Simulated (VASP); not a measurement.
GaGe3:

```
Ge Ga
1.0
     0.00000    3.31802    3.31802
     3.31802    0.00000    3.31802
     3.31802    3.31802    0.00000
Ge Ga
3 1
Cartesian
  3.3180 3.3180 3.3180
  4.9770 4.9770 4.9770
  1.6590 1.6590 1.6590
  0.0000 0.0000 0.0000
```

Base run:

```yaml
Program: VASP 6.6.1
Functional: PBE
Potentials_or_basis: VASP PAW PBE potentials, release 64 (Ge_d, Ga_d)
Cutoff: 520 eV
k_mesh: 7 × 7 × 7
Occupations: fermi-dirac, width 0.05 eV
Spin: no spin polarisation
```

Its results: pressure 3.9 GPa.

The run is repeated on the same cell with these changes: functional from PBE to r2SCAN; further incar settings from ALGO = Normal; EDIFF = 1e-07; NBANDS = 36 to ALGO = Normal; EDIFF = 1e-06; NBANDS = 36. What comes out?

Pressure 1.5 GPa.

Caveats: the PAW data sets were made with another functional, which shifts forces and pressure a little (some runs).
